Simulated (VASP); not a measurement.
# LiH in VASP: a series of runs

Aim: see how the results for LiH move with the level of theory and the settings. Levels: PBE, r2SCAN. Tasks: single point.

All numbers are computed with VASP 6.6.1; they aren't measurements. Logs are shortened: lines on timing, memory, paths and dates and some standing lists are left out, and cuts for length are marked.

## Step 1: The cell of the first run

Symmetry: P4/mmm, No. 123, tetragonal system. Conventional cell: a = 2.621 Å, b = 2.621 Å, c = 2.554 Å, α = 90.00°, β = 90.00°, γ = 90.00°. Within 3.0 Å of Li (site symmetry 4/mmm) lie 8 H at 2.25 Å and 6 Li at 2.55 to 2.62 Å. H (site symmetry 4/mmm) has 8 Li at 2.25 Å and 6 H at 2.55 to 2.62 Å within 3.0 Å.

## Step 2: Single point, PBE (epitaxial xy strain +4.8%)

INCAR reads:

```
SYSTEM = LiH
  ALGO = Normal
  EDIFF = 1E-7
  ENCUT = 520
  GGA = PE
  ISIF = 2
  ISMEAR = -1
  LASPH = .True.
  LCHARG = .False.
  LREAL = .False.
  LWAVE = .False.
  NBANDS = 9
  NELM = 80
  PREC = Accurate
  SIGMA = 0.02
```

KPOINTS reads:

```
k-points
0
Gamma
  10 10 10
  0 0 0
```

POSCAR reads:

```
LiH
1.0
    2.6207376659      0.0000000000      0.0000000000
    0.0000000000      2.6207376659      0.0000000000
    0.0000000000      0.0000000000      2.5540283997
Li H
1 1
Direct
    0.0000000000      0.0000000000      0.0000000000
    0.5000000000      0.5000000000      0.5000000000
```

Potentials or basis: VASP PAW PBE potentials, release 64 (Li_sv, H).

Launch:

```bash
> cat potpaw_PBE.64/Li_sv/POTCAR potpaw_PBE.64/H/POTCAR > POTCAR
> mpirun -np 1 vasp_std > vasp.out
```

OUTCAR:

```text
SYSTEM = LiH
   EDIFF = 1E-7
   ENCUT = 520
   GGA = PE
   ISIF = 2
   ISMEAR = -1
   LASPH = .True.
   LREAL = .False.
   NELM = 80
   PREC = Accurate

 ion  position               nearest neighbor table
   1  0.000  0.000  0.000-
   2  0.500  0.500  0.500-

  LATTYP: Found a simple tetragonal cell.
 ALAT       =     2.6207376659
 C/A-ratio  =     0.9745456147

  Lattice vectors:

 A1 = (   2.6207376659,   0.0000000000,   0.0000000000)
 A2 = (   0.0000000000,   2.6207376659,   0.0000000000)
 A3 = (   0.0000000000,   0.0000000000,   2.5540283997)

Analysis of symmetry for initial positions (statically):
=====================================================================
 Subroutine PRICEL returns:
 Original cell was already a primitive cell.

 Routine SETGRP: Setting up the symmetry group for a
 simple tetragonal supercell.

 Subroutine GETGRP returns: Found 16 space group operations
 (whereof 16 operations were pure point group operations)
 out of a pool of 16 trial point group operations.

The static configuration has the point symmetry D_4h.

Analysis of symmetry for dynamics (positions and initial velocities):
=====================================================================
 Subroutine PRICEL returns:
 Original cell was already a primitive cell.

 Routine SETGRP: Setting up the symmetry group for a
 simple tetragonal supercell.

 Subroutine GETGRP returns: Found 16 space group operations
 (whereof 16 operations were pure point group operations)
 out of a pool of 16 trial point group operations.

The dynamic configuration has the point symmetry D_4h.

 Subroutine INISYM returns: Found 16 space group operations
 (whereof 16 operations are pure point group operations),
 and found     1 'primitive' translations

----------------------------------------------------------------------------------------

                                     Primitive cell

  volume of cell :      17.5417

  direct lattice vectors                    reciprocal lattice vectors
     2.620737666  0.000000000  0.000000000     0.381571957  0.000000000  0.000000000
     0.000000000  2.620737666  0.000000000     0.000000000  0.381571957  0.000000000
     0.000000000  0.000000000  2.554028400     0.000000000  0.000000000  0.391538324

  length of vectors
     2.620737666  2.620737666  2.554028400     0.381571957  0.381571957  0.391538324

  position of ions in fractional coordinates (direct lattice)
[... 77 lines left out ...]
   ENCUT  =  520.0 eV  38.22 Ry    6.18 a.u.   4.87  4.87  4.75*2*pi/ulx,y,z
   NELM   =     80;   NELMIN=  2; NELMDL= -5     # of ELM steps
   EDIFF  = 0.1E-06   stopping-criterion for ELM
   LREAL  =      F    real-space projection
   EDIFFG = 0.1E-05   stopping-criterion for IOM
   NSW    =      0    number of steps for IOM
   IBRION =     -1    ionic relax: 0-MD 1-quasi-New 2-CG
   NFREE  =      0    steps in history (QN), initial steepest desc. (CG)
   ISIF   =      2    stress and relaxation
   ISYM   =      2    0-nonsym 1-usesym 2-fastsym
   POTIM  = 0.5000    time-step for ionic-motion
   TEBEG  =    0.0;   TEEND  =   0.0 temperature during run
   PSTRESS=    0.0 pullay stress
   NELECT =       4.0000    total number of electrons
   NUPDOWN=      -1.0000    fix difference up-down
   EMIN   =  10.00;   EMAX   =-10.00  energy-range for DOS
   EFERMI =   0.00;   METHOD = LEGACY
   ISMEAR =    -1;   SIGMA  =   0.02  broadening in eV -4-tet -1-fermi 0-gaus
   EFERMI_NEDOS =   21; number of points for ismear=-14 and -15
   IALGO  =     38    algorithm
   IMIX   =      4    mixing-type and parameters
     AMIX     =   0.40;   BMIX     =  1.00
     AMIX_MAG =   1.60;   BMIX_MAG =  1.00
  volume/ion in A,a.u.               =       8.77        59.19
  Fermi-wavevector in a.u.,A,eV,Ry     =   1.000162  1.890033 13.610247  1.000325
  Thomas-Fermi vector in A             =   2.132501
   LORBIT       =      0    0 simple, 1 ext, 2 COOP (PROOUT), +10 PAW based schemes
   GGA     = PE    functional components
   LHFCALC =     F    Hartree Fock is set to
   AEXX    =    0.0000 exact exchange contribution
   IVDW    =     0    specifies the selected vdW correction
   LEPSILON=     F    determine dielectric tensor
   LRPA    =     F    only Hartree local field effects (RPA)
 non-spin polarized calculation
  energy-cutoff  :      520.00
  volume of cell :       17.54
 maximum number of plane-waves:       484
 NGX is ok and might be reduce to    20
   NGX =  9   NGY =  9   NGZ =  9

 number of electron       3.9999994 magnetization

 Free energy of the ion-electron system (eV)
  ---------------------------------------------------
  ext. energy  EPLUGINS =         0.00000000
  ---------------------------------------------------
  free energy    TOTEN  =        -5.63653203 eV

  energy without entropy =       -5.63653203  energy(sigma->0) =       -5.63653203

 E-fermi :   3.0696     XC(G=0):  -8.2985

 val. band max:        2.7488359893   @ k =   0.5000   0.5000   0.5000
 cond. band min:       3.4149053193   @ k =   0.5000   0.0000   0.0000
 fundamental gap:      0.6660693300
 Fermi energy:         3.0695990271

 k-point     1 :       0.0000    0.0000    0.0000
  band No.  band energies     occupation
      1     -45.1892      2.00000
      2      -5.3540      2.00000
      3      13.7690      0.00000
      4      13.7690      0.00000
      5      14.0502      0.00000
      6      14.7851      0.00000
      7      16.7858      0.00000
      8      17.5208      0.00000
      9      32.1708      0.00000
[... 265 lines left out ...]
 k-point    24 :       0.2000    0.0000    0.1000
  band No.  band energies     occupation
      1     -45.1740      2.00000
      2      -4.6379      2.00000
      3       8.4129      0.00000
      4      12.4473      0.00000
      5      14.7943      0.00000
      6      14.9342      0.00000
      7      20.5739      0.00000
      8      24.0829      0.00000
      9      26.9079      0.00000

 [... further k-points ...]
[... 5 lines left out ...]
  --------------------------------------------------------------------------------------
  -------------------------------------------------------------------------------------
  Total       -0.5378457     -0.5378457     -0.0157012      0.0000000     -0.0000000      0.0000000
  in kB      -49.1241933    -49.1241933     -1.4340692      0.0000000     -0.0000000      0.0000000
  external PRESSURE =     -33.2274853 kB  Pullay stress =       0.0000000 kB

 VOLUME and BASIS-vectors are now :
 -----------------------------------------------------------------------------
  energy-cutoff  :      520.00
  volume of cell :       17.54
      direct lattice vectors                 reciprocal lattice vectors
     2.620737666  0.000000000  0.000000000     0.381571957  0.000000000  0.000000000
     0.000000000  2.620737666  0.000000000     0.000000000  0.381571957  0.000000000
     0.000000000  0.000000000  2.554028400     0.000000000  0.000000000  0.391538324

 POSITION                                       TOTAL-FORCE (eV/Angst)
 -----------------------------------------------------------------------------------
      0.00000      0.00000      0.00000         0.000000      0.000000      0.000000
      1.31037      1.31037      1.27701         0.000000      0.000000      0.000000
 -----------------------------------------------------------------------------------
    total drift:                                0.000000      0.000000      0.000000

  FREE ENERGIE OF THE ION-ELECTRON SYSTEM (eV)
  ---------------------------------------------------
  free  energy   TOTEN  =        -5.6365320318 eV

  energy  without entropy=       -5.6365320317  energy(sigma->0) =       -5.63653203
```

stdout:

```text
POSCAR found type information on POSCAR LiH
 POSCAR found :  2 types and       2 ions
 scaLAPACK will be used
 LDA part: xc-table for (Slater+PW92), standard interpolation
 POSCAR, INCAR and KPOINTS ok, starting setup
 FFT: planning ... GRIDC
 FFT: planning ... GRID_SOFT
 FFT: planning ... GRID
 WAVECAR not read
 entering main loop
```

Wall time 13 s (1 thread of Intel Xeon Platinum 8375C at 2.90GHz (Ice Lake), shared host); peak memory 0.13 GiB.

Results:

| Property | Result |
| --- | --- |
| Free energy | -5.6365 eV |
| Band gap on the k mesh | 0.67 eV (least direct gap 4.04 eV) |

Caveat: the cell differs from its parent crystal (epitaxial xy strain +4.8%); the cutoff is under 1.25 times the usual one of these potentials, so pressure, stress and relaxed cells hold a basis-set (Pulay) error; the structure was generated, so it needn't be the stable form of LiH.

## Step 3: Single point, r2SCAN (epitaxial 111 strain +1.2%)

POSCAR reads:

```
LiH
1.0
    2.4770045394     -0.0554245740     -0.0554245740
   -0.0554245740      2.4770045394     -0.0554245740
   -0.0554245740     -0.0554245740      2.4770045394
Li H
1 1
Direct
    0.0000000000      0.0000000000      0.0000000000
    0.5000000000      0.5000000000      0.5000000000
```

INCAR.step1 reads:

```
ALGO = Normal
EDIFF = 1E-4
ENCUT = 520
GGA = PE
ISMEAR = 0
LASPH = T
LCHARG = F
LREAL = F
LWAVE = T
NBANDS = 9
NELM = 80
PREC = Accurate
SIGMA = 0.01
```

INCAR.step2 reads:

```
ALGO = Normal
EDIFF = 1E-6
ENCUT = 520
ISIF = 2
ISMEAR = 0
ISTART = 1
LASPH = T
LCHARG = F
LMIXTAU = T
LREAL = F
LWAVE = F
METAGGA = R2SCAN
NBANDS = 9
NELM = 80
PREC = Accurate
SIGMA = 0.01
```

KPOINTS reads:

```
k-points
0
Gamma
  10 10 10
```

Potentials or basis: VASP PAW PBE potentials, release 64 (Li_sv, H).

Launch:

```bash
> cat potpaw_PBE.64/Li_sv/POTCAR potpaw_PBE.64/H/POTCAR > POTCAR
> cp INCAR.step1 INCAR
> mpirun -np 1 vasp_std > vasp.out
> cp INCAR.step2 INCAR
> mpirun -np 1 vasp_std > vasp.out
```

Wall time 54 s (1 thread of Intel Xeon Platinum 8375C at 2.90GHz (Ice Lake), shared host); peak memory 0.12 GiB.

The run converged. Its results:

* Free energy: -6.3424 eV
* Band gap on the k mesh: 1.42 eV (least direct gap 4.48 eV)

Levels at points of the mesh, in eV from the valence-band top:
```csv
k point,band 1,band 2,band 3,band 4,band 5
"(0.00, 0.00, 0.00)",-49.73,-9.22,13.01,13.59,13.59
"(0.50, 0.00, 0.00)",-49.67,-6.94,1.42,12.97,18.38
"(0.50, 0.50, 0.00)",-49.62,-2.86,1.63,2.58,10.83
"(0.50, 0.50, 0.50)",-49.58,0.00,7.26,7.26,8.80
```

Caveat: the cell differs from its parent crystal (epitaxial 111 strain +1.2%); the cutoff is under 1.25 times the usual one of these potentials, so pressure, stress and relaxed cells hold a basis-set (Pulay) error; the structure was generated, so it needn't be the stable form of LiH; the PAW data sets were made with another functional, which shifts forces and pressure a little. A k mesh can miss the band edges.

## Step 4: Single point, r2SCAN (epitaxial xy strain +4.8%)

POSCAR reads:

```
LiH
1.0
    2.6207376659      0.0000000000      0.0000000000
    0.0000000000      2.6207376659      0.0000000000
    0.0000000000      0.0000000000      2.5540283997
Li H
1 1
Direct
    0.0000000000      0.0000000000      0.0000000000
    0.5000000000      0.5000000000      0.5000000000
```

INCAR.step1 reads:

```
PREC = Accurate
ENCUT = 520
ISMEAR = 0
SIGMA = 0.01
LREAL = False
LASPH = True
NELM = 100
NBANDS = 9
GGA = PE
ALGO = Normal
EDIFF = 1E-4
LWAVE = True
LCHARG = False
```

INCAR.step2 reads:

```
PREC = Accurate
ENCUT = 520
EDIFF = 1E-7
ISMEAR = 0
SIGMA = 0.01
LREAL = False
LASPH = True
NELM = 100
ALGO = Normal
ISIF = 2
LWAVE = False
LCHARG = True
METAGGA = R2SCAN
LMIXTAU = True
LELF = True
LVHAR = True
NBANDS = 9
ISTART = 1
```

KPOINTS reads:

```
regular mesh
0
Gamma
  10 10 10
```

Launch:

```bash
> cat potpaw_PBE.64/Li_sv/POTCAR potpaw_PBE.64/H/POTCAR > POTCAR
> cp INCAR.step1 INCAR
> mpirun -np 1 vasp_std > vasp.out
> cp INCAR.step2 INCAR
> mpirun -np 1 vasp_std > vasp.out
```

Wall time 67 s (1 thread of Intel Xeon Platinum 8375C at 2.90GHz (Ice Lake), shared host); peak memory 0.13 GiB.

The run converged. Its results:

- Free energy: -6.3103 eV
- Band gap on the k mesh: 1.20 eV (least direct gap 4.70 eV)

Levels at points of the mesh, in eV from the valence-band top:
```csv
k point,band 1,band 2,band 3,band 4,band 5,band 6
"(0.00, 0.00, 0.00)",-49.59,-8.37,12.01,12.01,12.69,13.10
"(0.50, 0.00, 0.00)",-49.56,-6.23,1.20,11.93,16.46,17.48
"(0.50, 0.50, 0.00)",-49.53,-2.71,2.06,2.06,9.51,20.73
"(0.00, 0.00, 0.50)",-49.55,-6.01,1.50,11.57,16.79,16.79
"(0.50, 0.00, 0.50)",-49.52,-2.48,2.21,2.39,9.76,20.10
"(0.50, 0.50, 0.50)",-49.50,0.00,7.09,7.35,7.35,8.81
```

Caveat: the cell differs from its parent crystal (epitaxial xy strain +4.8%); the cutoff is under 1.25 times the usual one of these potentials, so pressure, stress and relaxed cells hold a basis-set (Pulay) error; the structure was generated, so it needn't be the stable form of LiH; the PAW data sets were made with another functional, which shifts forces and pressure a little.

## Step 5: The runs side by side

| level | cell | smearing | gap on the mesh (eV) |
| --- | --- | --- | --- |
| PBE | a = 2.621, b = 2.621, c = 2.554 Å, 2 atoms | fermi-dirac 0.02 eV | 0.67 |
| r2SCAN | a = 2.478 Å, angles 92.5°, 2 atoms | gaussian 0.01 eV | 1.42 |
| r2SCAN | a = 2.621, b = 2.621, c = 2.554 Å, 2 atoms | gaussian 0.01 eV | 1.20 |

Alike in all rows: task single point; potentials or basis VASP PAW PBE potentials, release 64 (Li_sv, H); no spin polarisation; k mesh 10 × 10 × 10; cutoff (eV) 520.

Caveats: the cutoff is under 1.25 times the usual one of these potentials, so pressure, stress and relaxed cells hold a basis-set (Pulay) error; the structure was generated, so it needn't be the stable form of LiH; the PAW data sets were made with another functional, which shifts forces and pressure a little (at least some runs).

Absolute energies hang on the potentials; compare differences alone.
